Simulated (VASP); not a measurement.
TaN, 14 atoms in the cell. The cell holds a wire or tube with vacuum around it, 14 atoms: a = 16.700 Å, b = 13.700 Å, c = 3.094 Å, α = 90.00°, β = 90.00°, γ = 90.00°. 

```yaml
Program: VASP 6.6.1
Task: single point
Functional: PBEsol
Potentials_or_basis: VASP PAW PBE potentials, release 64 (Ta_pv, N)
Cutoff: 520 eV
k_mesh: 1 × 1 × 17
Occupations: gaussian, width 0.05 eV
Spin: no spin polarisation
Dipole_correction: no
Further_INCAR_settings: ALGO = Normal; EDIFF = 1e-06; NBANDS = 69
```

Potentials or basis: VASP PAW PBE potentials, release 64 (Ta_pv, N).

Command:

```sh
$ cat potpaw_PBE.64/Ta_pv/POTCAR potpaw_PBE.64/N/POTCAR > POTCAR
$ mpirun -np 1 vasp_std > vasp.out
```

Hardware: 1 thread of Intel(R) Xeon(R) Platinum 8488C (Sapphire Rapids), on a shared host.

Problem. How long does it take, and how much memory?

Solution. Run time: 17 min on 1 thread of Intel(R) Xeon(R) Platinum 8488C (Sapphire Rapids), with other jobs on the host, peak memory 0.79 GiB. Counts: scf iterations 30, k points 9.
